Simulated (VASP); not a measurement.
Wanted: the native input for a VASP 6.6.1 run.

* Task: single point
* Functional: r2SCAN
* Potentials or basis: VASP PAW PBE potentials, release 64 (Ge_d)
* Cutoff: 520 eV
* k mesh: 12 × 12 × 12
* Occupations: gaussian, width 0.05 eV
* Spin: no spin polarisation
* Dipole correction: no
* Further INCAR settings: ALGO = Normal; EDIFF = 1e-06; NBANDS = 21

Ge:

```
CELL_PARAMETERS angstrom
0.00000 2.88369 2.88369
2.88369 0.00000 2.88369
2.88369 2.88369 0.00000
ATOMIC_POSITIONS crystal
Ge 0.50000 0.50000 0.50000
Ge 0.75000 0.75000 0.75000
```

One way to write it, as run:

POSCAR

```
Ge
1.0
    0.0000000000      2.8836883170      2.8836883170
    2.8836883170      0.0000000000      2.8836883170
    2.8836883170      2.8836883170      0.0000000000
Ge
2
Direct
    0.5000000000      0.5000000000      0.5000000000
    0.7500000000      0.7500000000      0.7500000000
```

INCAR.step1

```
  ALGO = Normal
  EDIFF = 1E-4
  ENCUT = 520
  GGA = PE
  ISMEAR = 0
  LASPH = True
  LCHARG = False
  LREAL = False
  LWAVE = True
  NBANDS = 21
  NELM = 100
  PREC = Accurate
  SIGMA = 0.05
```

INCAR.step2

```
  ALGO = Normal
  EDIFF = 1E-6
  ENCUT = 520
  ISIF = 2
  ISMEAR = 0
  ISTART = 1
  LASPH = True
  LCHARG = False
  LMIXTAU = True
  LREAL = False
  LWAVE = False
  METAGGA = R2SCAN
  NBANDS = 21
  NELM = 100
  PREC = Accurate
  SIGMA = 0.05
```

KPOINTS

```
k-points
0
Gamma
  12 12 12
```

Potentials or basis: VASP PAW PBE potentials, release 64 (Ge_d).

Launch:

```console
$ cat potpaw_PBE.64/Ge_d/POTCAR > POTCAR
$ cp INCAR.step1 INCAR
$ mpirun -np 1 vasp_std > vasp.out
$ cp INCAR.step2 INCAR
$ mpirun -np 1 vasp_std > vasp.out
```

It gave:

| Property | Result |
| --- | --- |
| Pressure | -3.0 GPa |
| Band gap on the k mesh | zero (filled and empty bands touch) |

Caveat: the PAW data sets were made with another functional, which shifts forces and pressure a little.

Run time: 95 s on 1 thread of Intel(R) Xeon(R) 6975P-C (Granite Rapids) (shared host), peak memory 0.2 GiB.
